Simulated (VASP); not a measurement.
# Li (P6_3/mmc) in VASP: notebook

The runs below take Li through single point, with LDA.

Everything below comes from runs of VASP 6.6.1. Logs are shortened: lines on timing, memory, paths and dates and some standing lists are left out, and cuts for length are marked.

## Step 1: The cell of the first run

Symmetry: P6_3/mmc, No. 194, hexagonal system. Conventional cell: a = 2.912 Å, b = 2.912 Å, c = 4.785 Å, α = 90.00°, β = 90.00°, γ = 120.00°. Li (site symmetry -6m2) has 12 Li at 2.91 to 2.92 Å within 3.8 Å.

## Step 2: Single point, LDA

The input, INCAR:

```
SYSTEM = Li
PREC     = Accurate       ! precision mode
ENCUT    = 520            ! plane-wave cutoff, eV
EDIFF    = 1E-6           ! SCF threshold, eV
ISMEAR   = -1             ! smearing method
SIGMA    = 0.05           ! smearing width, eV
LREAL    = .False.        ! projectors in reciprocal space
LASPH    = .True.         ! aspherical terms in the spheres
NELM     = 80             ! most SCF steps
ALGO     = Normal         ! electronic algorithm
ISIF     = 2              ! what is computed and relaxed
LWAVE    = .False.        ! write WAVECAR
LCHARG   = .False.        ! write CHGCAR
NBANDS   = 10             ! bands
```

The input, KPOINTS:

```
regular mesh
0
Gamma
  15 15 8
  0 0 0
```

The input, POSCAR:

```
Li
1.0
    2.9122494700      0.0000000000      0.0000000000
   -1.4561247350      2.5220820232      0.0000000000
    0.0000000000      0.0000000000      4.7847570651
Li
2
Direct
    0.3333333333      0.6666666667      0.2500000000
    0.6666666667      0.3333333333      0.7500000000
```

Potentials or basis: VASP PAW LDA potentials, release 64 (Li_sv).

Launch:

```console
cat potpaw_LDA.64/Li_sv/POTCAR > POTCAR
mpirun -np 1 vasp_std > vasp.out
```

OUTCAR:

```text
SYSTEM = Li
   PREC = Accurate
   ENCUT = 520
   EDIFF = 1E-6
   ISMEAR = -1
   LREAL = .False.
   LASPH = .True.
   NELM = 80
   ISIF = 2

 ion  position               nearest neighbor table
   1  0.333  0.667  0.250-
   2  0.667  0.333  0.750-

  LATTYP: Found a hexagonal cell.
 ALAT       =     2.9122494700
 C/A-ratio  =     1.6429763708

  Lattice vectors:

 A1 = (   2.9122494700,   0.0000000000,   0.0000000000)
 A2 = (  -1.4561247350,   2.5220820232,   0.0000000000)
 A3 = (   0.0000000000,   0.0000000000,   4.7847570651)

Analysis of symmetry for initial positions (statically):
=====================================================================
 Subroutine PRICEL returns:
 Original cell was already a primitive cell.

 Routine SETGRP: Setting up the symmetry group for a
 hexagonal supercell.

 Subroutine GETGRP returns: Found 24 space group operations
 (whereof 12 operations were pure point group operations)
 out of a pool of 24 trial point group operations.

The static configuration has the point symmetry D_3d.
 The point group associated with its full space group is D_6h.

Analysis of symmetry for dynamics (positions and initial velocities):
=====================================================================
 Subroutine PRICEL returns:
 Original cell was already a primitive cell.

 Routine SETGRP: Setting up the symmetry group for a
 hexagonal supercell.

 Subroutine GETGRP returns: Found 24 space group operations
 (whereof 12 operations were pure point group operations)
 out of a pool of 24 trial point group operations.

The dynamic configuration has the point symmetry D_3d.
 The point group associated with its full space group is D_6h.

 Subroutine INISYM returns: Found 24 space group operations
 (whereof 12 operations are pure point group operations),
 and found     1 'primitive' translations

----------------------------------------------------------------------------------------

                                     Primitive cell

  volume of cell :      35.1437

  direct lattice vectors                    reciprocal lattice vectors
     2.912249470  0.000000000  0.000000000     0.343377176  0.198248905  0.000000000
    -1.456124735  2.522082023  0.000000000     0.000000000  0.396497810  0.000000000
     0.000000000  0.000000000  4.784757065     0.000000000  0.000000000  0.208997027

  length of vectors
     2.912249470  2.912249470  4.784757065     0.396497810  0.396497810  0.208997027

  position of ions in fractional coordinates (direct lattice)
     0.333333333  0.666666667  0.250000000
[... 80 lines left out ...]
   EDIFFG = 0.1E-04   stopping-criterion for IOM
   NSW    =      0    number of steps for IOM
   IBRION =     -1    ionic relax: 0-MD 1-quasi-New 2-CG
   NFREE  =      0    steps in history (QN), initial steepest desc. (CG)
   ISIF   =      2    stress and relaxation
   ISYM   =      2    0-nonsym 1-usesym 2-fastsym
   POTIM  = 0.5000    time-step for ionic-motion
   TEBEG  =    0.0;   TEEND  =   0.0 temperature during run
   PSTRESS=    0.0 pullay stress
   NELECT =       6.0000    total number of electrons
   NUPDOWN=      -1.0000    fix difference up-down
   EMIN   =  10.00;   EMAX   =-10.00  energy-range for DOS
   EFERMI =   0.00;   METHOD = LEGACY
   ISMEAR =    -1;   SIGMA  =   0.05  broadening in eV -4-tet -1-fermi 0-gaus
   EFERMI_NEDOS =   21; number of points for ismear=-14 and -15
   IALGO  =     38    algorithm
   IMIX   =      4    mixing-type and parameters
     AMIX     =   0.40;   BMIX     =  1.00
     AMIX_MAG =   1.60;   BMIX_MAG =  1.00
  volume/ion in A,a.u.               =      17.57       118.58
  Fermi-wavevector in a.u.,A,eV,Ry     =   0.908189  1.716228 11.222173  0.824806
  Thomas-Fermi vector in A             =   2.032085
   LORBIT       =      0    0 simple, 1 ext, 2 COOP (PROOUT), +10 PAW based schemes
   GGA     = CA    functional components
   LHFCALC =     F    Hartree Fock is set to
   AEXX    =    0.0000 exact exchange contribution
   IVDW    =     0    specifies the selected vdW correction
   LEPSILON=     F    determine dielectric tensor
   LRPA    =     F    only Hartree local field effects (RPA)
 non-spin polarized calculation
  energy-cutoff  :      520.00
  volume of cell :       35.14
 maximum number of plane-waves:       972
 NGX is ok and might be reduce to    24
   NGX = 11   NGY = 11   NGZ = 17

 number of electron       5.9999999 magnetization

 Free energy of the ion-electron system (eV)
  ---------------------------------------------------
  ext. energy  EPLUGINS =         0.00000000
  ---------------------------------------------------
  free energy    TOTEN  =        -4.08474429 eV

  energy without entropy =       -4.07645030  energy(sigma->0) =       -4.08059729

 E-fermi :   1.0291     XC(G=0):  -7.5145

 val. band max:        1.0120642270   @ k =   0.4000   0.0667   0.3750
 cond. band min:       1.0408511457   @ k =   0.4667   0.0667   0.1250
 fundamental gap:      0.0287869187
 Fermi energy:         1.0290849831

 k-point     1 :       0.0000    0.0000    0.0000
  band No.  band energies     occupation
      1     -44.3745      2.00000
      2     -44.3401      2.00000
      3      -2.6326      2.00000
      4       0.8963      1.86876
      5       4.4464      0.00000
      6      14.6449      0.00000
      7      14.6449      0.00000
      8      16.1781      0.00000
      9      16.1781      0.00000
     10      16.6543      0.00000
[... 287 lines left out ...]
 k-point    24 :       0.4000    0.2000    0.0000
  band No.  band energies     occupation
      1     -44.3352      2.00000
      2     -44.3284      2.00000
      3       1.5535      0.00006
      4       2.7488      0.00000
      5       5.7087      0.00000
      6       6.7601      0.00000
      7       7.8615      0.00000
      8       7.9385      0.00000
      9      12.4045      0.00000
     10      12.4912      0.00000

 [... further k-points ...]
[... 5 lines left out ...]
  --------------------------------------------------------------------------------------
  -------------------------------------------------------------------------------------
  Total        0.2603294      0.2603294      0.2605680     -0.0000000     -0.0000000      0.0000000
  in kB       11.8682349     11.8682349     11.8791130     -0.0000000     -0.0000000      0.0000000
  external PRESSURE =      11.8718609 kB  Pullay stress =       0.0000000 kB

 VOLUME and BASIS-vectors are now :
 -----------------------------------------------------------------------------
  energy-cutoff  :      520.00
  volume of cell :       35.14
      direct lattice vectors                 reciprocal lattice vectors
     2.912249470  0.000000000  0.000000000     0.343377176  0.198248905  0.000000000
    -1.456124735  2.522082023  0.000000000     0.000000000  0.396497810  0.000000000
     0.000000000  0.000000000  4.784757065     0.000000000  0.000000000  0.208997027

 POSITION                                       TOTAL-FORCE (eV/Angst)
 -----------------------------------------------------------------------------------
     -0.00000      1.68139      1.19619        -0.000000      0.000000      0.000000
      1.45612      0.84069      3.58857         0.000000     -0.000000      0.000000
 -----------------------------------------------------------------------------------
    total drift:                                0.000000     -0.000000      0.000000

  FREE ENERGIE OF THE ION-ELECTRON SYSTEM (eV)
  ---------------------------------------------------
  free  energy   TOTEN  =        -4.0847442912 eV

  energy  without entropy=       -4.0764502983  energy(sigma->0) =       -4.08059729
```

It took 23 s on 1 thread of AMD EPYC 9R45 (Zen 5), shared host; peak memory 0.12 GiB.

Results:

| Property | Result |
| --- | --- |
| Free energy | -4.0847 eV |
| Band gap on the k mesh | zero (band 3 reaches 3.34 eV, above the bottom of band 4 at -1.50 eV) |

Levels at points of the mesh, in eV from the Fermi level:
| k point | band 1 | band 2 | band 3 | band 4 | band 5 | band 6 | band 7 |
| --- | --- | --- | --- | --- | --- | --- | --- |
| (0.00, 0.00, 0.00) | -45.40 | -45.37 | -3.66 | -0.13 | 3.42 | 13.62 | 13.62 |
| (0.00, 0.00, 0.50) | -45.39 | -45.39 | -2.53 | -2.53 | 8.67 | 8.67 | 14.60 |

Caveat: the cutoff is under 1.25 times the usual one of these potentials, so pressure, stress and relaxed cells hold a basis-set (Pulay) error.

## Step 3: Single point, LDA

The input, INCAR:

```
SYSTEM = Li
ALGO     = Normal         ! electronic algorithm
EDIFF    = 1E-6           ! SCF threshold, eV
ENCUT    = 520            ! plane-wave cutoff, eV
GGA      = CA             ! functional
ISIF     = 2              ! what is computed and relaxed
ISMEAR   = -1             ! smearing method
LASPH    = .True.         ! aspherical terms in the spheres
LCHARG   = .False.        ! write CHGCAR
LREAL    = .False.        ! projectors in reciprocal space
LWAVE    = .False.        ! write WAVECAR
NBANDS   = 10             ! bands
NELM     = 80             ! most SCF steps
PREC     = Accurate       ! precision mode
SIGMA    = 0.05           ! smearing width, eV
```

The input, KPOINTS:

```
k-points
0
Gamma
  15 15 8
  0 0 0
```

POSCAR is that of step 2.

Potentials or basis: VASP PAW LDA potentials, release 64 (Li_sv).

Launch:

```console
cat potpaw_LDA.64/Li_sv/POTCAR > POTCAR
mpirun -np 1 vasp_std > vasp.out
```

Run time: 22 s. Hardware: 1 thread of AMD EPYC 9R45 (Zen 5), shared host; peak memory 0.12 GiB.

It converged, with:

* Free energy: -4.0847 eV
* Band gap on the k mesh: zero (band 3 reaches 3.34 eV, above the bottom of band 4 at -1.50 eV)

Levels at points of the mesh, in eV from the Fermi level:
```csv
k point,band 1,band 2,band 3,band 4,band 5,band 6,band 7
"(0.00, 0.00, 0.00)",-45.40,-45.37,-3.66,-0.13,3.42,13.62,13.62
"(0.00, 0.00, 0.50)",-45.39,-45.39,-2.53,-2.53,8.67,8.67,14.60
```

Caveat: the cutoff is under 1.25 times the usual one of these potentials, so pressure, stress and relaxed cells hold a basis-set (Pulay) error.
